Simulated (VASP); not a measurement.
Set up this calculation in VASP 6.6.1, as the native input.

```yaml
Task: single point
Functional: PBE
Potentials_or_basis: VASP PAW PBE potentials, release 64 (Be, I)
Cutoff: 520 eV
k_mesh: 8 × 8 × 4
Occupations: gaussian, width 0.1 eV
Spin: no spin polarisation
Dipole_correction: no
k_mesh_for_the_DOS: 12 × 12 × 6
Occupations_for_the_DOS: tetrahedron
Further_INCAR_settings: ALGO = Normal; EDIFF = 1e-06; NBANDS = 21
```

The system is Be5I2.

```xyz
7
Lattice="5.0940 0.0000 0.0000 0.0000 5.0940 0.0000 0.0000 0.0000 10.5847" Properties=species:S:1:pos:R:3 pbc="T T T"
Be    3.5781    0.0000    5.2924
Be    1.5159    0.0000    5.2924
Be    0.0000    3.5781    5.2924
Be    0.0000    1.5159    5.2924
Be    0.0000    0.0000    0.0000
I     0.0000    0.0000    2.1846
I     0.0000    0.0000    8.4001
```

The input as run:

POSCAR

```
Be5I2
1.0
    5.0940308297      0.0000000000      0.0000000000
    0.0000000000      5.0940308297      0.0000000000
    0.0000000000      0.0000000000     10.5847071674
Be I
5 2
Direct
    0.7024167195      0.0000000000      0.5000000000
    0.2975832805      0.0000000000      0.5000000000
    0.0000000000      0.7024167195      0.5000000000
    0.0000000000      0.2975832805      0.5000000000
    0.0000000000      0.0000000000      0.0000000000
    0.0000000000      0.0000000000      0.2063901681
    0.0000000000      0.0000000000      0.7936098319
```

INCAR.step1

```
ALGO = Normal
EDIFF = 1E-6
ENCUT = 520
GGA = PE
ISIF = 2
ISMEAR = 0
LASPH = True
LCHARG = True
LREAL = False
LWAVE = False
NBANDS = 21
NELM = 100
PREC = Accurate
SIGMA = 0.1
```

KPOINTS.step1

```
k-points
0
Gamma
  8 8 4
```

INCAR.step2

```
ALGO = Normal
EDIFF = 1E-6
ENCUT = 520
GGA = PE
ICHARG = 11
ISIF = 2
ISMEAR = -5
LASPH = True
LCHARG = False
LORBIT = 11
LREAL = False
LWAVE = False
NBANDS = 21
NEDOS = 2001
NELM = 100
PREC = Accurate
SIGMA = 0.1
```

KPOINTS.step2

```
k-points
0
Gamma
  12 12 6
```

Potentials or basis: VASP PAW PBE potentials, release 64 (Be, I).

Command:

```sh
$ cat potpaw_PBE.64/Be/POTCAR potpaw_PBE.64/I/POTCAR > POTCAR
$ cp INCAR.step1 INCAR
$ cp KPOINTS.step1 KPOINTS
$ mpirun -np 1 vasp_std > vasp.out
$ cp INCAR.step2 INCAR
$ cp KPOINTS.step2 KPOINTS
$ mpirun -np 1 vasp_std > vasp.out
```

Results of the run:

```yaml
Valence_electrons_inside_the_program's_atomic_spheres: Be 0.92, 0.93 (each value once); I 4.32
```

Run time: 7 min on 1 thread of Intel(R) Xeon(R) Platinum 8488C (Sapphire Rapids), on a shared host, peak memory 0.72 GiB.
